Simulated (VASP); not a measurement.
A run of VASP 6.6.1:

INCAR

```
SYSTEM = Ti4C
PREC = Accurate
ENCUT = 520
EDIFF = 1E-6
ISMEAR = 0
SIGMA = 0.1
LREAL = .FALSE.
LASPH = .TRUE.
NELM = 60
ALGO = Normal
ISIF = 2
LWAVE = .FALSE.
LCHARG = .FALSE.
GGA = PE
NBANDS = 34
```

The input KPOINTS:

```
regular mesh
0
G
  4 4 4
  0 0 0
```

POSCAR

```
Ti4C
1.0
    0.0000000000      3.3828743800      3.3828743800
    3.3828743800      0.0000000000      3.3828743800
    3.3828743800      3.3828743800      0.0000000000
Ti C
4 1
Direct
    0.6161484300      0.6161484300      0.6161484300
    0.6161484300      0.6161484300      0.1515547000
    0.6161484300      0.1515547000      0.6161484300
    0.1515547000      0.6161484300      0.6161484300
    0.7500000000      0.7500000000      0.7500000000
```

Potentials or basis: VASP PAW PBE potentials, release 64 (Ti_sv, C).

Launch:

```console
$ cat potpaw_PBE.64/Ti_sv/POTCAR potpaw_PBE.64/C/POTCAR > POTCAR
$ mpirun -np 1 vasp_std > vasp.out
```

Hardware: 1 thread of Intel(R) Xeon(R) Platinum 8488C (Sapphire Rapids), with other jobs on the host.

Task: Estimate the wall time of this run.

Result: It took 32 s on 1 thread of Intel(R) Xeon(R) Platinum 8488C (Sapphire Rapids), on a shared host, peak memory 0.2 GiB. Counts: scf iterations 16, k points 8.
